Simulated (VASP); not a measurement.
# SnSe (Fm-3m) in VASP: notebook

SnSe is run at these levels: PBEsol+D3(BJ), RPBE+D3(BJ); tasks: relaxation of cell and atoms.

Program: VASP 6.6.1. These are calculated values, not measurements. Logs are shortened: lines on timing, memory, paths and dates and some standing lists are left out, and cuts for length are marked.

## (1) The cell of the first run

It takes space group Fm-3m (No. 225, cubic). Conventional cell: a = 6.020 Å, b = 6.020 Å, c = 6.020 Å, α = 90.00°, β = 90.00°, γ = 90.00°. Sn (site symmetry m-3m) has 6 Se at 3.01 Å within 4.0 Å. Se (site symmetry m-3m) has 6 Sn at 3.01 Å within 4.0 Å.

## (2) Relaxation of cell and atoms, PBEsol+D3(BJ)

Contents of INCAR:

```
SYSTEM = SnSe
PREC = Accurate
ENCUT = 600
EDIFF = 1E-7
ISMEAR = -1
SIGMA = 0.05
LREAL = .False.
LASPH = .True.
NELM = 60
ALGO = Normal
ISIF = 3
LWAVE = .False.
LCHARG = .False.
GGA = PS
IVDW = 12
IBRION = 2
NSW = 60
EDIFFG = -0.01
```

Contents of KPOINTS:

```
regular mesh
0
Gamma
  8 8 8
  0 0 0
```

Contents of POSCAR:

```
SnSe
1.0
    0.0000000000      3.0100000000      3.0100000000
    3.0100000000      0.0000000000      3.0100000000
    3.0100000000      3.0100000000      0.0000000000
Sn Se
1 1
Direct
    0.0000000000      0.0000000000      0.0000000000
    0.5000000000      0.5000000000      0.5000000000
```

Potentials or basis: VASP PAW PBE potentials, release 64 (Sn_d, Se).

Command:

```
cat potpaw_PBE.64/Sn_d/POTCAR potpaw_PBE.64/Se/POTCAR > POTCAR
mpirun -np 1 vasp_std > vasp.out
```

OUTCAR:

```text
SYSTEM = SnSe
   PREC = Accurate
   ENCUT = 600
   EDIFF = 1E-7
   ISMEAR = -1
   LREAL = .False.
   LASPH = .True.
   NELM = 60
   ISIF = 3
   GGA = PS
   IVDW = 12
   IBRION = 2
   NSW = 60
   EDIFFG = -0.01
 IVDW          = 12

 ion  position               nearest neighbor table
   1  0.000  0.000  0.000-   2 3.01   2 3.01   2 3.01   2 3.01   2 3.01   2 3.01
   2  0.500  0.500  0.500-   1 3.01   1 3.01   1 3.01   1 3.01   1 3.01   1 3.01

  LATTYP: Found a face centered cubic cell.
 ALAT       =     6.0200000000

  Lattice vectors:

 A1 = (   0.0000000000,   3.0100000000,   3.0100000000)
 A2 = (   3.0100000000,   0.0000000000,   3.0100000000)
 A3 = (   3.0100000000,   3.0100000000,   0.0000000000)

Analysis of symmetry for initial positions (statically):
=====================================================================
 Subroutine PRICEL returns:
 Original cell was already a primitive cell.

 Routine SETGRP: Setting up the symmetry group for a
 face centered cubic supercell.

 Subroutine GETGRP returns: Found 48 space group operations
 (whereof 48 operations were pure point group operations)
 out of a pool of 48 trial point group operations.

The static configuration has the point symmetry O_h .

Analysis of symmetry for dynamics (positions and initial velocities):
=====================================================================
 Subroutine PRICEL returns:
 Original cell was already a primitive cell.

 Routine SETGRP: Setting up the symmetry group for a
 face centered cubic supercell.

 Subroutine GETGRP returns: Found 48 space group operations
 (whereof 48 operations were pure point group operations)
 out of a pool of 48 trial point group operations.

The dynamic configuration has the point symmetry O_h .

 Subroutine INISYM returns: Found 48 space group operations
 (whereof 48 operations are pure point group operations),
 and found     1 'primitive' translations

----------------------------------------------------------------------------------------

                                     Primitive cell

  volume of cell :      54.5418

  direct lattice vectors                    reciprocal lattice vectors
     0.000000000  3.010000000  3.010000000    -0.166112957  0.166112957  0.166112957
     3.010000000  0.000000000  3.010000000     0.166112957 -0.166112957  0.166112957
     3.010000000  3.010000000  0.000000000     0.166112957  0.166112957 -0.166112957

  length of vectors
     4.256782823  4.256782823  4.256782823     0.287716081  0.287716081  0.287716081

  position of ions in fractional coordinates (direct lattice)
     0.000000000  0.000000000  0.000000000
[... 72 lines left out ...]
   ISPIN  =      1    spin polarized calculation?
   LNONCOLLINEAR =      F non collinear calculations
   LSORBIT =      F    spin-orbit coupling
   LASPH  =      T    aspherical Exc in radial PAW
   ENCUT  =  600.0 eV  44.10 Ry    6.64 a.u.   8.50  8.50  8.50*2*pi/ulx,y,z
   NELM   =     60;   NELMIN=  2; NELMDL= -5     # of ELM steps
   EDIFF  = 0.1E-06   stopping-criterion for ELM
   LREAL  =      F    real-space projection
   EDIFFG = -.1E-01   stopping-criterion for IOM
   NSW    =     60    number of steps for IOM
   IBRION =      2    ionic relax: 0-MD 1-quasi-New 2-CG
   NFREE  =      1    steps in history (QN), initial steepest desc. (CG)
   ISIF   =      3    stress and relaxation
   ISYM   =      2    0-nonsym 1-usesym 2-fastsym
   POTIM  = 0.5000    time-step for ionic-motion
   TEBEG  =    0.0;   TEEND  =   0.0 temperature during run
   PSTRESS=    0.0 pullay stress
   NELECT =      20.0000    total number of electrons
   NUPDOWN=      -1.0000    fix difference up-down
   EMIN   =  10.00;   EMAX   =-10.00  energy-range for DOS
   EFERMI =   0.00;   METHOD = LEGACY
   ISMEAR =    -1;   SIGMA  =   0.05  broadening in eV -4-tet -1-fermi 0-gaus
   EFERMI_NEDOS =   21; number of points for ismear=-14 and -15
   IALGO  =     38    algorithm
   IMIX   =      4    mixing-type and parameters
     AMIX     =   0.40;   BMIX     =  1.00
     AMIX_MAG =   1.60;   BMIX_MAG =  1.00
  volume/ion in A,a.u.               =      27.27       184.03
  Fermi-wavevector in a.u.,A,eV,Ry     =   1.171768  2.214321 18.681350  1.373040
  Thomas-Fermi vector in A             =   2.308207
   LORBIT       =      0    0 simple, 1 ext, 2 COOP (PROOUT), +10 PAW based schemes
   GGA     = PS    functional components
   LHFCALC =     F    Hartree Fock is set to
   AEXX    =    0.0000 exact exchange contribution
   IVDW    =    12    specifies the selected vdW correction
   LEPSILON=     F    determine dielectric tensor
   LRPA    =     F    only Hartree local field effects (RPA)
 conjugate gradient relaxation of ions
 non-spin polarized calculation
  energy-cutoff  :      600.00
  volume of cell :       54.54
 maximum number of plane-waves:      1841
 NGX is ok and might be reduce to    36
   NGX = 17   NGY = 17   NGZ = 17

--------------------------------------- Ionic step        1  -------------------------------------------

 number of electron      19.9999999 magnetization

 Free energy of the ion-electron system (eV)
  ---------------------------------------------------
  ext. energy  EPLUGINS =         0.00000000
  ---------------------------------------------------
  free energy    TOTEN  =        -8.97424831 eV

  energy without entropy =       -8.97420841  energy(sigma->0) =       -8.97422836

 E-fermi :   5.6597     XC(G=0):  -9.7764

 val. band max:        5.3562344985   @ k =   0.5000   0.0000   0.0000
 cond. band min:       6.0068921543   @ k =   0.5000   0.0000   0.0000
 fundamental gap:      0.6506576557
 Fermi energy:         5.6597053476

 k-point     1 :       0.0000    0.0000    0.0000
  band No.  band energies     occupation
      1     -16.0438      2.00000
      2     -16.0438      2.00000
      3     -16.0438      2.00000
      4     -16.0431      2.00000
      5     -16.0431      2.00000
      6      -8.4368      2.00000
      7       0.3332      2.00000
      8       3.2593      2.00000
      9       3.2593      2.00000
     10       3.2593      2.00000
     11       9.7270      0.00000
     12       9.7270      0.00000
     13       9.7270      0.00000
     14      11.2452      0.00000
[... 470 lines left out ...]
--------------------------------------- Ionic step        3  -------------------------------------------

 number of electron      20.0000002 magnetization

 Free energy of the ion-electron system (eV)
  ---------------------------------------------------
  ext. energy  EPLUGINS =         0.00000000
  ---------------------------------------------------
  free energy    TOTEN  =        -8.97277865 eV

  energy without entropy =       -8.97272905  energy(sigma->0) =       -8.97275385

 E-fermi :   6.5798     XC(G=0): -10.1130

 val. band max:        6.2066599682   @ k =  -0.2500   0.1250   0.0000
 cond. band min:       6.9500417257   @ k =  -0.3750   0.1250   0.0000
 fundamental gap:      0.7433817575
 Fermi energy:         6.5798111192

 k-point     1 :       0.0000    0.0000    0.0000
  band No.  band energies     occupation
      1     -15.1949      2.00000
      2     -15.1949      2.00000
      3     -15.1920      2.00000
      4     -15.1920      2.00000
      5     -15.1920      2.00000
      6      -8.1166      2.00000
      7       1.4315      2.00000
      8       3.8890      2.00000
      9       3.8890      2.00000
     10       3.8890      2.00000
     11      10.8534      0.00000
     12      10.8534      0.00000
     13      10.8534      0.00000
     14      12.0021      0.00000
[... 424 lines left out ...]
  FREE ENERGIE OF THE ION-ELECTRON SYSTEM (eV)
  ---------------------------------------------------
  free  energy   TOTEN  =        -9.6828275265 eV

  energy  without entropy=       -9.6827779272  energy(sigma->0) =       -9.68280273

 reached required accuracy - stopping structural energy minimisation
```

OSZICAR:

```text
N       E                     dE             d eps       ncg     rms          rms(c)
DAV:   1     0.135330898910E+03    0.13533E+03   -0.11065E+04   818   0.195E+03
DAV:   2     0.415433926059E+01   -0.13118E+03   -0.12888E+03   866   0.405E+02
DAV:   3    -0.881901783161E+01   -0.12973E+02   -0.12767E+02  1064   0.106E+02
DAV:   4    -0.913703088359E+01   -0.31801E+00   -0.31792E+00   896   0.190E+01
[... 26 lines left out ...]
DAV:   5    -0.897278543913E+01    0.73433E-04   -0.13871E-04  1216   0.149E-01    0.202E-02
DAV:   6    -0.897277928030E+01    0.61588E-05   -0.17836E-05   974   0.707E-02    0.419E-03
DAV:   7    -0.897277838842E+01    0.89188E-06   -0.28273E-06   992   0.306E-02    0.172E-03
DAV:   8    -0.897277857528E+01   -0.18686E-06   -0.28207E-07   824   0.503E-03    0.348E-04
DAV:   9    -0.897277864821E+01   -0.72926E-07   -0.13054E-08   442   0.115E-03
   3 F= -.96828275E+01 E0= -.96828027E+01  d E =-.497188E-01
```

CONTCAR:

```text
SnSe
   1.00000000000000
     0.0000000000000000    2.9368480985077117    2.9368480985077117
     2.9368480985077117    0.0000000000000000    2.9368480985077117
     2.9368480985077117    2.9368480985077117    0.0000000000000000
  Sn              Se
     1     1
Direct
     0.0000000000000000    0.0000000000000000    0.0000000000000000
     0.5000000000000000    0.5000000000000000    0.5000000000000000

  0.00000000E+00  0.00000000E+00  0.00000000E+00
  0.00000000E+00  0.00000000E+00  0.00000000E+00
```

It took 35 s on 1 thread of Intel Xeon 6975P-C (Granite Rapids), shared host; peak memory 0.23 GiB.

Results:

- Free energy: -9.6828 eV
- Relaxed volume: 25.33 Å³/atom
- Relaxed cell: a = 4.153 Å, b = 4.153 Å, c = 4.153 Å, α = 60.00°, β = 60.00°, γ = 60.00°
- Space group after relaxing (to 0.1 Å): Fm-3m (No. 225)
- Energy gained by relaxing: 24.9 meV/atom
- Ionic steps: 3
- Pressure after relaxing: 0.0 GPa
- Band gap on the k mesh: 0.74 eV (least direct gap 0.92 eV)
- Dispersion energy per atom: -0.355 eV

Step by step:
```csv
step,energy change (eV),largest force (eV/Å),pressure (GPa),volume (Å³)
1,0.0000,0.0000,-3.85,54.54
2,-0.0446,0.0000,1.46,49.53
3,-0.0497,0.0000,0.00,50.66
```

Final structure:
```yaml
crystal:
  lattice:
    - [0.00000, 2.93685, 2.93685]
    - [2.93685, 0.00000, 2.93685]
    - [2.93685, 2.93685, 0.00000]
  atoms:
    - { symbol: Sn, position: [0.00000, 0.00000, 0.00000] }
    - { symbol: Se, position: [0.50000, 0.50000, 0.50000] }
```

Caveat: semilocal functionals underestimate gaps, and a narrow one can read as zero; the PAW data sets were made with another functional, which shifts forces and pressure a little; spin-orbit coupling is left out, which moves the levels of the heavy elements. A k mesh can miss the band edges.

## (3) Relaxation of cell and atoms, RPBE+D3(BJ)

INCAR: that of step 2 with these lines changed.

```diff
@@ -8,3 +8,3 @@
 LASPH = .True.
-NELM = 60
+NELM = 100
 ALGO = Normal
@@ -13,3 +13,3 @@
 LCHARG = .False.
-GGA = PS
+GGA = RP
 IVDW = 12
```

KPOINTS is that of step 2.

POSCAR is that of step 2.

Potentials or basis: VASP PAW PBE potentials, release 64 (Sn_d, Se).

Command:

```
cat potpaw_PBE.64/Sn_d/POTCAR potpaw_PBE.64/Se/POTCAR > POTCAR
mpirun -np 1 vasp_std > vasp.out
```

Wall time 43 s (1 thread of Intel Xeon 6975P-C (Granite Rapids), shared host); peak memory 0.23 GiB.

The run converged. Its results:

| Property | Result |
| --- | --- |
| Free energy | -10.9682 eV |
| Relaxed volume | 22.30 Å³/atom |
| Relaxed cell | a = 3.981 Å, b = 3.981 Å, c = 3.981 Å, α = 60.00°, β = 60.00°, γ = 60.00° |
| Space group after relaxing (to 0.1 Å) | Fm-3m (No. 225) |
| Energy gained by relaxing | 200.4 meV/atom |
| Ionic steps | 3 |
| Pressure after relaxing | 0.0 GPa |
| Band gap on the k mesh | 0.57 eV (least direct gap 0.66 eV) |
| Dispersion energy per atom | -2.027 eV |

Step by step:
| step | energy change (eV) | largest force (eV/Å) | pressure (GPa) | volume (Å³) |
| --- | --- | --- | --- | --- |
| 1 | 0.0000 | 0.0000 | -10.76 | 54.54 |
| 2 | -0.3292 | 0.0000 | 7.47 | 41.33 |
| 3 | -0.4008 | 0.0000 | 0.00 | 44.61 |

Final structure:
```xyz
2
Lattice="0.0000 2.8149 2.8149 2.8149 0.0000 2.8149 2.8149 2.8149 0.0000" Properties=species:S:1:pos:R:3 pbc="T T T"
Sn    0.0000    0.0000    0.0000
Se    2.8149    2.8149    2.8149
```

Levels at points of the mesh, in eV from the valence-band top:
```csv
k point,band 7,band 8,band 9,band 10,band 11,band 12,band 13,band 14
"(0.00, 0.00, 0.00)",-4.52,-3.14,-3.14,-3.14,4.83,4.83,4.83,5.26
"(0.50, 0.00, 0.00)",-9.55,-2.83,-2.83,-0.44,0.77,0.77,1.18,8.57
"(0.50, 0.50, 0.00)",-7.31,-6.34,-5.00,-5.00,1.98,6.29,6.29,7.09
```

Caveat: the volume moved by over 15 % at a fixed basis, so the end points are rough; the dispersion term is far too large for a dense solid, which distorts pressure and volume; semilocal functionals underestimate gaps, and a narrow one can read as zero; the PAW data sets were made with another functional, which shifts forces and pressure a little; spin-orbit coupling is left out, which moves the levels of the heavy elements. A k mesh can miss the band edges.
